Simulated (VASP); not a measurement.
A run of VASP 6.6.1 is set up as follows.

Contents of POSCAR:

```
CsBr
1.0
    4.3225248337      0.0000000000      0.0000000000
    0.0000000000      4.3225248337      0.0000000000
    0.0000000000      0.0000000000      4.3225248337
Cs Br
1 1
Direct
    0.0000000000      0.0000000000      0.0000000000
    0.5000000000      0.5000000000      0.5000000000
```

File INCAR.step1:

```
ALGO = Normal
EDIFF = 1E-5
ENCUT = 550
GGA = PE
GGA_COMPAT = False
ISMEAR = -1
LASPH = True
LCHARG = False
LREAL = False
LWAVE = True
NBANDS = 15
NELM = 120
PREC = Accurate
SIGMA = 0.02
```

INCAR.step2

```
ALGO = Normal
EDIFF = 1E-6
ENCUT = 550
GGA_COMPAT = False
ISIF = 2
ISMEAR = -1
ISTART = 1
LASPH = True
LCHARG = False
LMIXTAU = True
LREAL = False
LWAVE = False
METAGGA = R2SCAN
NBANDS = 15
NELM = 120
PREC = Accurate
SIGMA = 0.02
```

Contents of KPOINTS:

```
k-points
0
Gamma
  6 6 6
```

Potentials or basis: VASP PAW PBE potentials, release 64 (Cs_sv, Br).

Command:

```bash
$ cat potpaw_PBE.64/Cs_sv/POTCAR potpaw_PBE.64/Br/POTCAR > POTCAR
$ cp INCAR.step1 INCAR
$ mpirun -np 1 vasp_std > vasp.out
$ cp INCAR.step2 INCAR
$ mpirun -np 1 vasp_std > vasp.out
```

Problem. Predict the band gap on the k mesh.

Solution. 5.18 eV (least direct gap 5.18 eV).

Problem. Predict the pressure.

Solution. 0.1 GPa.

Caveat: the PAW data sets were made with another functional, which shifts forces and pressure a little; spin-orbit coupling is left out, which moves the levels of the heavy elements. A k mesh can miss the band edges.
